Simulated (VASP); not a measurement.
# C (P6_3/mmc) in VASP: electric field gradients with PBE+D3(BJ)

Aim: the electric field gradients of C with PBE+D3(BJ).

The COD entry that gives the cell may itself be a prediction, so a difference from it is no test against experiment.

All numbers are computed with VASP 6.6.1; they aren't measurements. Logs are shortened: lines on timing, memory, paths and dates and some standing lists are left out, and cuts for length are marked.

**1. The cell of the first run**

Symmetry: P6_3/mmc, No. 194, hexagonal system. Conventional cell: a = 2.522 Å, b = 2.522 Å, c = 8.237 Å, α = 90.00°, β = 90.00°, γ = 120.00°. Within 2.1 Å of C (site symmetry 3m) lie 4 C at 1.54 Å. C (site symmetry 3m) has 4 C at 1.54 Å within 2.1 Å.

**2. Electric field gradients, PBE+D3(BJ)**

Contents of INCAR:

```
PREC = Accurate
ENCUT = 520
EDIFF = 1E-8
ISMEAR = -1
SIGMA = 0.1
LREAL = F
LASPH = T
NELM = 80
ALGO = Normal
ISIF = 2
LWAVE = F
LCHARG = F
GGA = PE
IVDW = 12
LEFG = T
NBANDS = 26
```

Contents of KPOINTS:

```
Automatic mesh
0
Gamma
  10 10 3
```

Contents of POSCAR:

```
C
1.0
    2.5221000000      0.0000000000      0.0000000000
   -1.2610500000      2.1842000000      0.0000000000
    0.0000000000      0.0000000000      8.2371000000
C
8
Direct
    0.0000000000      0.0000000000      0.0937500000
    0.0000000000      0.0000000000      0.5937500000
    0.0000000000      0.0000000000      0.4062500000
    0.0000000000      0.0000000000      0.9062500000
    0.3333333333      0.6666666667      0.1562500000
    0.6666666667      0.3333333333      0.6562500000
    0.3333333333      0.6666666667      0.3437500000
    0.6666666667      0.3333333333      0.8437500000
```

Potentials or basis: VASP PAW PBE potentials, release 64 (C).

On the command line:

```sh
> cat potpaw_PBE.64/C/POTCAR > POTCAR
> mpirun -np 1 vasp_std > vasp.out
```

OUTCAR:

```text
PREC = Accurate
   ENCUT = 520
   EDIFF = 1E-8
   ISMEAR = -1
   LREAL = F
   LASPH = T
   NELM = 80
   ISIF = 2
   GGA = PE
   IVDW = 12
 IVDW          = 12

 ion  position               nearest neighbor table
   1  0.000  0.000  0.094-   4 1.54   5 1.54   5 1.54   5 1.54
   2  0.000  0.000  0.594-   3 1.54   6 1.54   6 1.54   6 1.54
   3  0.000  0.000  0.406-   2 1.54   7 1.54   7 1.54   7 1.54
   4  0.000  0.000  0.906-   1 1.54   8 1.54   8 1.54   8 1.54
   5  0.333  0.667  0.156-   7 1.54   1 1.54   1 1.54   1 1.54
   6  0.667  0.333  0.656-   8 1.54   2 1.54   2 1.54   2 1.54
   7  0.333  0.667  0.344-   5 1.54   3 1.54   3 1.54   3 1.54
   8  0.667  0.333  0.844-   6 1.54   4 1.54   4 1.54   4 1.54

  LATTYP: Found a hexagonal cell.
 ALAT       =     2.5221000000
 C/A-ratio  =     3.2659688355

  Lattice vectors:

 A1 = (   2.5221000000,   0.0000000000,   0.0000000000)
 A2 = (  -1.2610500000,   2.1842000000,   0.0000000000)
 A3 = (   0.0000000000,   0.0000000000,   8.2371000000)

Analysis of symmetry for initial positions (statically):
=====================================================================
 Subroutine PRICEL returns:
 Original cell was already a primitive cell.

 Routine SETGRP: Setting up the symmetry group for a
 hexagonal supercell.

 Subroutine GETGRP returns: Found 24 space group operations
 (whereof 12 operations were pure point group operations)
 out of a pool of 24 trial point group operations.

The static configuration has the point symmetry D_3d.
 The point group associated with its full space group is D_6h.

Analysis of symmetry for dynamics (positions and initial velocities):
=====================================================================
 Subroutine PRICEL returns:
 Original cell was already a primitive cell.

 Routine SETGRP: Setting up the symmetry group for a
 hexagonal supercell.

 Subroutine GETGRP returns: Found 24 space group operations
 (whereof 12 operations were pure point group operations)
 out of a pool of 24 trial point group operations.

The dynamic configuration has the point symmetry D_3d.
 The point group associated with its full space group is D_6h.

 Subroutine INISYM returns: Found 24 space group operations
 (whereof 12 operations are pure point group operations),
 and found     1 'primitive' translations

----------------------------------------------------------------------------------------

                                     Primitive cell

  volume of cell :      45.3763

  direct lattice vectors                    reciprocal lattice vectors
     2.522100000  0.000000000  0.000000000     0.396494984  0.228916766  0.000000000
    -1.261050000  2.184200000  0.000000000     0.000000000  0.457833532  0.000000000
     0.000000000  0.000000000  8.237100000     0.000000000  0.000000000  0.121401950

  length of vectors
     2.522100000  2.522097687  8.237100000     0.457833112  0.457833532  0.121401950

  position of ions in fractional coordinates (direct lattice)
     0.000000000  0.000000000  0.093750000
     0.000000000  0.000000000  0.593750000
     0.000000000  0.000000000  0.406250000
     0.000000000  0.000000000  0.906250000
     0.333333333  0.666666667  0.156250000
     0.666666667  0.333333333  0.656250000
     0.333333333  0.666666667  0.343750000
     0.666666667  0.333333333  0.843750000

  ion indices of the primitive-cell ions
   primitive index   ion index
                 1           1
                 2           2
                 3           3
                 4           4
                 5           5
                 6           6
                 7           7
                 8           8

----------------------------------------------------------------------------------------

 KPOINTS: Automatic mesh

Automatic generation of k-mesh.
 Grid dimensions read from file:
 generate k-points for:   10   10    3
[... 69 lines left out ...]
   NFREE  =      0    steps in history (QN), initial steepest desc. (CG)
   ISIF   =      2    stress and relaxation
   ISYM   =      2    0-nonsym 1-usesym 2-fastsym
   POTIM  = 0.5000    time-step for ionic-motion
   TEBEG  =    0.0;   TEEND  =   0.0 temperature during run
   PSTRESS=    0.0 pullay stress
   NELECT =      32.0000    total number of electrons
   NUPDOWN=      -1.0000    fix difference up-down
   EMIN   =  10.00;   EMAX   =-10.00  energy-range for DOS
   EFERMI =   0.00;   METHOD = LEGACY
   ISMEAR =    -1;   SIGMA  =   0.10  broadening in eV -4-tet -1-fermi 0-gaus
   EFERMI_NEDOS =   21; number of points for ismear=-14 and -15
   IALGO  =     38    algorithm
   IMIX   =      4    mixing-type and parameters
     AMIX     =   0.40;   BMIX     =  1.00
     AMIX_MAG =   1.60;   BMIX_MAG =  1.00
  volume/ion in A,a.u.               =       5.67        38.28
  Fermi-wavevector in a.u.,A,eV,Ry     =   1.457187  2.753683 28.890509  2.123393
  Thomas-Fermi vector in A             =   2.574017
   LORBIT       =      0    0 simple, 1 ext, 2 COOP (PROOUT), +10 PAW based schemes
   GGA     = PE    functional components
   LHFCALC =     F    Hartree Fock is set to
   AEXX    =    0.0000 exact exchange contribution
   IVDW    =    12    specifies the selected vdW correction
   LEPSILON=     F    determine dielectric tensor
   LRPA    =     F    only Hartree local field effects (RPA)
 non-spin polarized calculation
  energy-cutoff  :      520.00
  volume of cell :       45.38
 maximum number of plane-waves:      1237
 NGX is ok and might be reduce to    20
   NGX =  9   NGY =  9   NGZ = 31

 number of electron      31.9999995 magnetization

 Free energy of the ion-electron system (eV)
  ---------------------------------------------------
  ext. energy  EPLUGINS =         0.00000000
  ---------------------------------------------------
  free energy    TOTEN  =       -72.64787659 eV

  energy without entropy =      -72.64787659  energy(sigma->0) =      -72.64787659

 E-fermi :  11.8723     XC(G=0): -13.2480

 val. band max:        9.8675086186   @ k =   0.0000   0.0000   0.0000
 cond. band min:      14.2829297388   @ k =   0.4000   0.0000   0.0000
 fundamental gap:      4.4154211203
 Fermi energy:        11.8722600546

 k-point     1 :       0.0000    0.0000    0.0000
  band No.  band energies     occupation
      1     -11.7606      2.00000
      2     -10.0661      2.00000
      3     -10.0158      2.00000
      4      -5.9494      2.00000
      5      -3.6617      2.00000
      6       3.1290      2.00000
[... 685 lines left out ...]
     25      19.9828      0.00000
     26      21.4067      0.00000

 [... further k-points ...]

------------------------ aborting loop because EDIFF is reached ----------------------------------------

 Edisp (eV)   -1.53064

 E8    (eV) :    -0.4408

  FORCE on cell =-STRESS in cart. coord.  units (eV):
  Direction    XX          YY          ZZ          XY          YZ          ZX
  --------------------------------------------------------------------------------------
  -------------------------------------------------------------------------------------
  Total      -1.85767    -1.85766     1.62141     0.00000     0.00000     0.00000
  in kB     -65.59185   -65.59169    57.24981     0.00000     0.00000     0.00000
  external pressure =      -24.64 kB  Pullay stress =        0.00 kB

 VOLUME and BASIS-vectors are now :
 -----------------------------------------------------------------------------
  energy-cutoff  :      520.00
  volume of cell :       45.38
      direct lattice vectors                 reciprocal lattice vectors
     2.522100000  0.000000000  0.000000000     0.396494984  0.228916766  0.000000000
    -1.261050000  2.184200000  0.000000000     0.000000000  0.457833532  0.000000000
     0.000000000  0.000000000  8.237100000     0.000000000  0.000000000  0.121401950

 POSITION                                       TOTAL-FORCE (eV/Angst)
 -----------------------------------------------------------------------------------
      0.00000      0.00000      0.77223         0.000000      0.000000     -0.327456
      0.00000      0.00000      4.89078         0.000000     -0.000000     -0.327456
      0.00000      0.00000      3.34632         0.000000      0.000000      0.327456
      0.00000      0.00000      7.46487        -0.000000     -0.000000      0.327456
     -0.00000      1.45613      1.28705         0.000000      0.000000     -0.319724
      1.26105      0.72807      5.40560        -0.000000     -0.000000     -0.319724
     -0.00000      1.45613      2.83150         0.000000      0.000000      0.319724
      1.26105      0.72807      6.95005        -0.000000     -0.000000      0.319724
 -----------------------------------------------------------------------------------
    total drift:                               -0.000000      0.000000      0.000000

  FREE ENERGIE OF THE ION-ELECTRON SYSTEM (eV)
  ---------------------------------------------------
  free  energy   TOTEN  =       -74.1785139586 eV

  energy  without entropy=      -74.1785139586  energy(sigma->0) =      -74.17851396

 Electric field gradients (V/A^2)
---------------------------------------------------------------------
 ion       V_xx      V_yy      V_zz      V_xy      V_xz      V_yz
---------------------------------------------------------------------
   1       0.063     0.063    -0.126     0.000     0.000     0.000
   2       0.063     0.063    -0.126     0.000    -0.000    -0.000
   3       0.063     0.063    -0.126     0.000    -0.000    -0.000
   4       0.063     0.063    -0.126     0.000     0.000     0.000
   5      -0.560    -0.560     1.120    -0.000    -0.000     0.000
   6      -0.560    -0.560     1.120    -0.000     0.000    -0.000
   7      -0.560    -0.560     1.120    -0.000     0.000    -0.000
   8      -0.560    -0.560     1.120    -0.000    -0.000     0.000
---------------------------------------------------------------------

 Electric field gradients after diagonalization (V/A^2)
 (convention: |V_zz| > |V_xx| > |V_yy|)
----------------------------------------------------------------------
 ion       V_xx      V_yy      V_zz     asymmetry (V_yy - V_xx)/ V_zz
----------------------------------------------------------------------
   1       0.063     0.063    -0.126       0.005
   2       0.063     0.063    -0.126       0.005
   3       0.063     0.063    -0.126       0.005
   4       0.063     0.063    -0.126       0.005
   5      -0.560    -0.559     1.120       0.001
   6      -0.560    -0.559     1.120       0.001
   7      -0.560    -0.559     1.120       0.001
   8      -0.560    -0.559     1.120       0.001
----------------------------------------------------------------------

           NMR quadrupolar parameters

 Cq : quadrupolar parameter    Cq=e*Q*V_zz/h
 eta: asymmetry parameters     (V_yy - V_xx)/ V_zz
 Q  : nuclear electric quadrupole moment in mb (millibarn)
----------------------------------------------------------------------
 ion       Cq(MHz)       eta       Q (mb)
----------------------------------------------------------------------
   1      -0.000       0.005       1.000
   2      -0.000       0.005       1.000
   3      -0.000       0.005       1.000
   4      -0.000       0.005       1.000
   5       0.003       0.001       1.000
   6       0.003       0.001       1.000
   7       0.003       0.001       1.000
   8       0.003       0.001       1.000
----------------------------------------------------------------------
```

It took 62 s on 1 thread of AMD EPYC 7R13, shared host; peak memory 0.16 GiB.

What came out:

```
Free energy                : -74.1785 eV
Pressure                   : -2.5 GPa
Largest force              : 0.327 eV/Å
Band gap on the k mesh     : 4.42 eV, indirect (least direct gap 5.18 eV)
Dispersion energy per atom : -0.191 eV
```

Forces on the atoms (eV/Å):
```
C    0.000  0.000 -0.327
C    0.000  0.000 -0.327
C    0.000  0.000  0.327
C    0.000  0.000  0.327
C    0.000  0.000 -0.320
C    0.000  0.000 -0.320
C    0.000  0.000  0.320
C    0.000  0.000  0.320
```

Electric field gradients, principal values (V/Å²):
| atom | least | middle | greatest (by size) |
| --- | --- | --- | --- |
| 1 C | 0.063 | 0.063 | -0.126 |
| 2 C | 0.063 | 0.063 | -0.126 |
| 3 C | 0.063 | 0.063 | -0.126 |
| 4 C | 0.063 | 0.063 | -0.126 |
| 5 C | -0.559 | -0.560 | 1.120 |
| 6 C | -0.559 | -0.560 | 1.120 |
| 7 C | -0.559 | -0.560 | 1.120 |
| 8 C | -0.559 | -0.560 | 1.120 |

Caveat: three body term missing; without QUAD_EFG the Cq values of the log hold for a quadrupole moment of 1 mb, not for the nuclei. A hybrid or GW would open this gap; PBE tends to underestimate it.
